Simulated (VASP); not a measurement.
# Mo2C (P4_2/mnm) in VASP: further runs

The runs below take Mo2C through single point, relaxation of cell and atoms, with LDA.

Everything below comes from runs of VASP 6.6.1. Logs are shortened: lines on timing, memory, paths and dates and some standing lists are left out, and cuts for length are marked.

### 1 The cell of the first run

It takes space group P4_2/mnm (No. 136, tetragonal). The conventional cell has a = 4.972 Å, b = 4.972 Å, c = 2.984 Å, α = 90.00°, β = 90.00°, γ = 90.00°. C (site symmetry mmm) has 6 Mo at 2.07 Å within 2.7 Å. Within 2.7 Å of Mo (site symmetry m2m) lie 3 C at 2.07 Å.

### 2 Single point, LDA

The input, INCAR:

```
SYSTEM = Mo2C
  PREC = Accurate
  ENCUT = 520
  EDIFF = 1E-6
  ISMEAR = -1
  SIGMA = 0.05
  LREAL = .FALSE.
  LASPH = .TRUE.
  NELM = 60
  ALGO = Normal
  ISIF = 2
  LWAVE = .FALSE.
  LCHARG = .FALSE.
  GGA = CA
  NBANDS = 41
```

The input, KPOINTS:

```
Automatic mesh
0
G
  4 4 7
  0 0 0
```

The input, POSCAR:

```
Mo2C
1.0
    4.9724272461      0.0000000000      0.0000000000
    0.0000000000      4.9724272461      0.0000000000
    0.0000000000      0.0000000000      2.9841784759
C Mo
2 4
Direct
    0.0000000000      0.0000000000      0.0000000000
    0.5000000000      0.5000000000      0.5000000000
    0.2950558549      0.2950558549      0.0000000000
    0.2049441451      0.7950558549      0.5000000000
    0.7049441451      0.7049441451      0.0000000000
    0.7950558549      0.2049441451      0.5000000000
```

Potentials or basis: VASP PAW LDA potentials, release 64 (C, Mo_sv).

On the command line:

```console
$ cat potpaw_LDA.64/C/POTCAR potpaw_LDA.64/Mo_sv/POTCAR > POTCAR
$ mpirun -np 1 vasp_std > vasp.out
```

OUTCAR:

```text
SYSTEM = Mo2C
   PREC = Accurate
   ENCUT = 520
   EDIFF = 1E-6
   ISMEAR = -1
   LREAL = .FALSE.
   LASPH = .TRUE.
   NELM = 60
   ISIF = 2
   GGA = CA

 ion  position               nearest neighbor table
   1  0.000  0.000  0.000-   4 2.07   6 2.07   4 2.07   6 2.07   5 2.07   3 2.07
   2  0.500  0.500  0.500-   3 2.07   5 2.07   3 2.07   5 2.07   4 2.07   6 2.07
   3  0.295  0.295  0.000-   2 2.07   2 2.07   1 2.07   5 2.88   6 2.93   4 2.93   4 2.93   6 2.93
                             4 2.93   4 2.93   6 2.93   6 2.93
   4  0.205  0.795  0.500-   1 2.07   1 2.07   2 2.07   6 2.88   3 2.93   5 2.93   3 2.93   5 2.93
                             3 2.93   3 2.93   5 2.93   5 2.93
   5  0.705  0.705  0.000-   2 2.07   2 2.07   1 2.07   3 2.88   6 2.93   4 2.93   4 2.93   6 2.93
                             6 2.93   6 2.93   4 2.93   4 2.93
   6  0.795  0.205  0.500-   1 2.07   1 2.07   2 2.07   4 2.88   5 2.93   3 2.93   3 2.93   5 2.93
                             5 2.93   5 2.93   3 2.93   3 2.93

  LATTYP: Found a simple tetragonal cell.
 ALAT       =     4.9724272461
 C/A-ratio  =     0.6001452265

  Lattice vectors:

 A1 = (   4.9724272461,   0.0000000000,   0.0000000000)
 A2 = (   0.0000000000,   4.9724272461,   0.0000000000)
 A3 = (   0.0000000000,   0.0000000000,   2.9841784759)

Analysis of symmetry for initial positions (statically):
=====================================================================
 Subroutine PRICEL returns:
 Original cell was already a primitive cell.

 Routine SETGRP: Setting up the symmetry group for a
 simple tetragonal supercell.

 Subroutine GETGRP returns: Found 16 space group operations
 (whereof  8 operations were pure point group operations)
 out of a pool of 16 trial point group operations.

The static configuration has the point symmetry D_2h.
 The point group associated with its full space group is D_4h.

Analysis of symmetry for dynamics (positions and initial velocities):
=====================================================================
 Subroutine PRICEL returns:
 Original cell was already a primitive cell.

 Routine SETGRP: Setting up the symmetry group for a
 simple tetragonal supercell.

 Subroutine GETGRP returns: Found 16 space group operations
 (whereof  8 operations were pure point group operations)
 out of a pool of 16 trial point group operations.

The dynamic configuration has the point symmetry D_2h.
 The point group associated with its full space group is D_4h.

 Subroutine INISYM returns: Found 16 space group operations
 (whereof  8 operations are pure point group operations),
 and found     1 'primitive' translations

----------------------------------------------------------------------------------------

                                     Primitive cell

  volume of cell :      73.7839

  direct lattice vectors                    reciprocal lattice vectors
     4.972427246  0.000000000  0.000000000     0.201109026  0.000000000  0.000000000
     0.000000000  4.972427246  0.000000000     0.000000000  0.201109026  0.000000000
     0.000000000  0.000000000  2.984178476     0.000000000  0.000000000  0.335100601

  length of vectors
     4.972427246  4.972427246  2.984178476     0.201109026  0.201109026  0.335100601

  position of ions in fractional coordinates (direct lattice)
     0.000000000  0.000000000  0.000000000
     0.500000000  0.500000000  0.500000000
     0.295055855  0.295055855  0.000000000
     0.204944145  0.795055855  0.500000000
     0.704944145  0.704944145  0.000000000
     0.795055855  0.204944145  0.500000000

  ion indices of the primitive-cell ions
   primitive index   ion index
                 1           1
                 2           2
                 3           3
                 4           4
                 5           5
                 6           6

----------------------------------------------------------------------------------------

 KPOINTS: Automatic mesh

Automatic generation of k-mesh.
 Grid dimensions read from file:
 generate k-points for:    4    4    7

 Generating k-lattice:

  Cartesian coordinates                     Fractional coordinates (reciprocal lattice)
     0.050277256  0.000000000  0.000000000     0.250000000  0.000000000  0.000000000
     0.000000000  0.050277256  0.000000000     0.000000000  0.250000000  0.000000000
     0.000000000  0.000000000  0.047871514     0.000000000  0.000000000  0.142857143

  Length of vectors
     0.050277256  0.050277256  0.047871514

  Shift w.r.t. Gamma in fractional coordinates (k-lattice)
     0.000000000  0.000000000  0.000000000

 Subroutine IBZKPT returns following result:
 ===========================================

 Found     24 irreducible k-points:

 Following reciprocal coordinates:
            Coordinates               Weight
  0.000000  0.000000  0.000000      1.000000
  0.250000  0.000000  0.000000      4.000000
  0.500000  0.000000  0.000000      2.000000
  0.250000  0.250000  0.000000      4.000000
  0.500000  0.250000  0.000000      4.000000
  0.500000  0.500000  0.000000      1.000000
[... 16 lines left out ...]
  0.500000  0.250000  0.428571      8.000000
  0.500000  0.500000  0.428571      2.000000
   k-points           NKPTS =     24   k-points in BZ     NKDIM =     24   number of bands    NBANDS=     41
   number of dos      NEDOS =    301   number of ions     NIONS =      6
   total plane-waves  NPLWV =  38400
   dimension x,y,z NGX =    40 NGY =   40 NGZ =   24
   dimension x,y,z NGXF=    80 NGYF=   80 NGZF=   48
   ions per type =               2   4
   NGX,Y,Z   is equivalent  to a cutoff of  13.37, 13.37, 13.37 a.u.
   NGXF,Y,Z  is equivalent  to a cutoff of  26.75, 26.75, 26.74 a.u.
 SYSTEM =  Mo2C
   PREC   = accura    normal or accurate (medium, high low for compatibility)
   ISTART =      0    job   : 0-new  1-cont  2-samecut
   ICHARG =      2    charge: 1-file 2-atom 10-const
   ISPIN  =      1    spin polarized calculation?
   LNONCOLLINEAR =      F non collinear calculations
   LSORBIT =      F    spin-orbit coupling
   LASPH  =      T    aspherical Exc in radial PAW
   ENCUT  =  520.0 eV  38.22 Ry    6.18 a.u.   9.25  9.25  5.55*2*pi/ulx,y,z
   NELM   =     60;   NELMIN=  2; NELMDL= -5     # of ELM steps
   EDIFF  = 0.1E-05   stopping-criterion for ELM
   LREAL  =      F    real-space projection
   EDIFFG = 0.1E-04   stopping-criterion for IOM
   NSW    =      0    number of steps for IOM
   IBRION =     -1    ionic relax: 0-MD 1-quasi-New 2-CG
   NFREE  =      0    steps in history (QN), initial steepest desc. (CG)
   ISIF   =      2    stress and relaxation
   ISYM   =      2    0-nonsym 1-usesym 2-fastsym
   POTIM  = 0.5000    time-step for ionic-motion
   TEBEG  =    0.0;   TEEND  =   0.0 temperature during run
   PSTRESS=    0.0 pullay stress
   NELECT =      64.0000    total number of electrons
   NUPDOWN=      -1.0000    fix difference up-down
   EMIN   =  10.00;   EMAX   =-10.00  energy-range for DOS
   EFERMI =   0.00;   METHOD = LEGACY
   ISMEAR =    -1;   SIGMA  =   0.05  broadening in eV -4-tet -1-fermi 0-gaus
   EFERMI_NEDOS =   21; number of points for ismear=-14 and -15
   IALGO  =     38    algorithm
   IMIX   =      4    mixing-type and parameters
     AMIX     =   0.40;   BMIX     =  1.00
     AMIX_MAG =   1.60;   BMIX_MAG =  1.00
  volume/ion in A,a.u.               =      12.30        82.99
  Fermi-wavevector in a.u.,A,eV,Ry     =   1.561280  2.950392 33.165517  2.437597
  Thomas-Fermi vector in A             =   2.664369
   LORBIT       =      0    0 simple, 1 ext, 2 COOP (PROOUT), +10 PAW based schemes
   GGA     = CA    functional components
   LHFCALC =     F    Hartree Fock is set to
   AEXX    =    0.0000 exact exchange contribution
   IVDW    =     0    specifies the selected vdW correction
   LEPSILON=     F    determine dielectric tensor
   LRPA    =     F    only Hartree local field effects (RPA)
 non-spin polarized calculation
  energy-cutoff  :      520.00
  volume of cell :       73.78
 maximum number of plane-waves:      2023
 NGX is ok and might be reduce to    40
   NGX = 19   NGY = 19   NGZ = 11

 number of electron      64.0000002 magnetization

 Free energy of the ion-electron system (eV)
  ---------------------------------------------------
  ext. energy  EPLUGINS =         0.00000000
  ---------------------------------------------------
  free energy    TOTEN  =       -69.11854755 eV

  energy without entropy =      -69.08970050  energy(sigma->0) =      -69.10412403

 E-fermi :  12.1261     XC(G=0): -13.5361

 val. band max:       12.1173441691   @ k =   0.5000   0.2500   0.0000
 cond. band min:      12.1677039666   @ k =   0.5000   0.0000   0.1429
 fundamental gap:      0.0503597975
 Fermi energy:        12.1261087575

 k-point     1 :       0.0000    0.0000    0.0000
  band No.  band energies     occupation
      1     -48.8944      2.00000
      2     -48.7497      2.00000
      3     -48.7497      2.00000
      4     -48.6826      2.00000
      5     -23.9560      2.00000
      6     -23.3637      2.00000
[... 33 lines left out ...]
     40      15.1610      0.00000
     41      16.1355      0.00000

 k-point     2 :       0.2500    0.0000    0.0000
  band No.  band energies     occupation
      1     -48.8746      2.00000
      2     -48.7731      2.00000
      3     -48.7387      2.00000
      4     -48.6904      2.00000
      5     -23.8723      2.00000
      6     -23.4688      2.00000
[... 33 lines left out ...]
     40      14.6957      0.00000
     41      16.0236      0.00000

 k-point     3 :       0.5000    0.0000    0.0000
  band No.  band energies     occupation
      1     -48.8255      2.00000
      2     -48.8255      2.00000
      3     -48.7133      2.00000
      4     -48.7133      2.00000
      5     -23.6770      2.00000
      6     -23.6770      2.00000
[... 875 lines left out ...]
      2     -48.7464      2.00000
      3     -48.7087      2.00000
      4     -48.7087      2.00000
      5     -23.7169      2.00000
      6     -23.7169      2.00000
[... 33 lines left out ...]
     40      15.5014      0.00000
     41      17.2140      0.00000

 k-point    24 :       0.5000    0.5000    0.4286
  band No.  band energies     occupation
      1     -48.7435      2.00000
      2     -48.7435      2.00000
      3     -48.7115      2.00000
      4     -48.7115      2.00000
      5     -23.7846      2.00000
      6     -23.7846      2.00000
[... 33 lines left out ...]
     40      15.1396      0.00000
     41      17.5975      0.00000

------------------------ aborting loop because EDIFF is reached ----------------------------------------

  FORCE on cell =-STRESS in cart. coord.  units (eV):
  Direction    XX          YY          ZZ          XY          YZ          ZX
  --------------------------------------------------------------------------------------
  -------------------------------------------------------------------------------------
  Total        0.5818097      0.5818097      0.6362709      0.0000000      0.0000000      0.0000000
  in kB       12.6336805     12.6336805     13.8162754      0.0000000      0.0000000      0.0000000
  external PRESSURE =      13.0278788 kB  Pullay stress =       0.0000000 kB

 VOLUME and BASIS-vectors are now :
 -----------------------------------------------------------------------------
  energy-cutoff  :      520.00
  volume of cell :       73.78
      direct lattice vectors                 reciprocal lattice vectors
     4.972427246  0.000000000  0.000000000     0.201109026  0.000000000  0.000000000
     0.000000000  4.972427246  0.000000000     0.000000000  0.201109026  0.000000000
     0.000000000  0.000000000  2.984178476     0.000000000  0.000000000  0.335100601

 POSITION                                       TOTAL-FORCE (eV/Angst)
 -----------------------------------------------------------------------------------
      0.00000      0.00000      0.00000         0.000000      0.000000      0.000000
      2.48621      2.48621      1.49209         0.000000      0.000000      0.000000
      1.46714      1.46714      0.00000        -0.010703     -0.010703      0.000000
      1.01907      3.95336      1.49209         0.010703     -0.010703      0.000000
      3.50528      3.50528      0.00000         0.010703      0.010703     -0.000000
      3.95336      1.01907      1.49209        -0.010703      0.010703     -0.000000
 -----------------------------------------------------------------------------------
    total drift:                                0.000000      0.000000      0.000000

  FREE ENERGIE OF THE ION-ELECTRON SYSTEM (eV)
  ---------------------------------------------------
  free  energy   TOTEN  =       -69.1185475486 eV

  energy  without entropy=      -69.0897005037  energy(sigma->0) =      -69.10412403
```

It took 92 s on 1 thread of Intel Xeon 8259CL, shared host; peak memory 0.19 GiB.

What came out:

```
Free energy            : -69.1185 eV
Pressure               : 1.3 GPa
Largest force          : 0.015 eV/Å
Band gap on the k mesh : zero (bands 32 and 33 overlap by 0.83 eV)
```

Forces in eV/Å, atoms in the order of the input:
```
C    0.000  0.000  0.000
C    0.000  0.000  0.000
Mo  -0.011 -0.011  0.000
Mo   0.011 -0.011  0.000
Mo   0.011  0.011  0.000
Mo  -0.011  0.011  0.000
```

Stress tensor (GPa, compression positive):
```
1.26 0.00 0.00
0.00 1.26 0.00
0.00 0.00 1.38
```

Levels at points of the mesh, in eV from the Fermi level:
| k point | band 30 | band 31 | band 32 | band 33 | band 34 | band 35 |
| --- | --- | --- | --- | --- | --- | --- |
| (0.00, 0.00, 0.00) | -1.00 | -1.00 | -0.67 | -0.31 | -0.31 | -0.07 |
| (0.50, 0.00, 0.00) | -0.50 | -0.41 | -0.41 | 0.18 | 0.18 | 0.67 |
| (0.50, 0.50, 0.00) | -0.85 | -0.59 | -0.59 | -0.19 | -0.19 | 0.58 |

### 3 Relaxation of cell and atoms, LDA

This run uses another cell than the first one, of 11.76 Å³/atom.

The input, INCAR:

```
SYSTEM = Mo2C
PREC = Accurate
ENCUT = 600
EDIFF = 1E-6
ISMEAR = -1
SIGMA = 0.05
LREAL = .FALSE.
LASPH = .TRUE.
NELM = 80
ALGO = Normal
ISIF = 3
LWAVE = .FALSE.
LCHARG = .FALSE.
GGA = CA
IBRION = 2
NSW = 60
EDIFFG = -0.01
```

KPOINTS is that of step 2.

The input, POSCAR:

```
Mo2C
1.0
    4.7700000000      0.0000000000      0.0000000000
    0.0000000000      4.7700000000      0.0000000000
    0.0000000000      0.0000000000      3.1005000000
C Mo
2 4
Direct
    0.0000000000      0.0000000000      0.0000000000
    0.5000000000      0.5000000000      0.5000000000
    0.3050000000      0.3050000000      0.0000000000
    0.1950000000      0.8050000000      0.5000000000
    0.6950000000      0.6950000000      0.0000000000
    0.8050000000      0.1950000000      0.5000000000
```

Potentials or basis: VASP PAW LDA potentials, release 64 (C, Mo_sv).

On the command line:

```console
$ cat potpaw_LDA.64/C/POTCAR potpaw_LDA.64/Mo_sv/POTCAR > POTCAR
$ mpirun -np 1 vasp_std > vasp.out
```

Wall time 12 min (1 thread of Intel Xeon 8259CL, shared host); peak memory 0.22 GiB.

Results (log left out):

```
Free energy                           : -69.1184 eV
Relaxed volume                        : 12.34 Å³/atom
Relaxed cell                          : a = 4.978 Å, b = 4.978 Å, c = 2.989 Å, α = 90.00°, β = 90.00°, γ = 90.00°
Space group after relaxing (to 0.1 Å) : P4_2/mnm (No. 136)
Energy gained by relaxing             : 114.5 meV/atom
Ionic steps                           : 13
Pressure after relaxing               : 0.0 GPa
Largest force after relaxing          : 0.005 eV/Å
Band gap on the k mesh                : zero (bands 32 and 33 overlap by 0.83 eV)
```

Forces on the atoms (eV/Å):
```
C    0.000  0.000  0.000
C    0.000  0.000  0.000
Mo   0.003  0.003  0.000
Mo  -0.003  0.003  0.000
Mo  -0.003 -0.003  0.000
Mo   0.003 -0.003  0.000
```

Stress tensor (GPa, compression positive):
```
 0.03  0.00  0.00
 0.00  0.03  0.00
 0.00  0.00 -0.06
```

Step by step:
```
step  energy change (eV)  largest force (eV/Å)  pressure (GPa)  volume (Å³)
   1              0.0000                1.8185           20.30        70.55
   2              1.0275                0.6687          -36.34        86.75
   3             -0.4763                0.4389           -6.59        75.89
   4             -0.4783                0.4940           -5.30        75.58
   5             -0.6849                0.0431            0.29        74.01
   6             -0.6863                0.0671           -0.17        74.13
   7             -0.6862                0.0739           -0.31        74.16
   8             -0.6865                0.0272            0.41        73.97
   9             -0.6866                0.0437            0.17        74.04
  10             -0.6868                0.0031           -0.18        74.11
  11             -0.6868                0.0022           -0.18        74.10
  12             -0.6868                0.0102            0.16        74.02
  13             -0.6868                0.0045            0.00        74.06
```

Final structure:
```
CELL_PARAMETERS angstrom
4.97785 0.00000 0.00000
0.00000 4.97785 0.00000
0.00000 0.00000 2.98864
ATOMIC_POSITIONS crystal
C 0.00000 0.00000 0.00000
C 0.50000 0.50000 0.50000
Mo 0.29504 0.29504 0.00000
Mo 0.20496 0.79504 0.50000
Mo 0.70496 0.70496 0.00000
Mo 0.79504 0.20496 0.50000
```

Levels at points of the mesh, in eV from the Fermi level:
```csv
k point,band 29,band 30,band 31,band 32,band 33,band 34,band 35,band 36
"(0.00, 0.00, 0.00)",-1.08,-1.00,-1.00,-0.67,-0.31,-0.31,-0.07,2.47
"(0.50, 0.00, 0.00)",-0.50,-0.50,-0.41,-0.41,0.18,0.18,0.67,0.67
"(0.50, 0.50, 0.00)",-0.85,-0.85,-0.59,-0.59,-0.19,-0.19,0.58,0.58
```
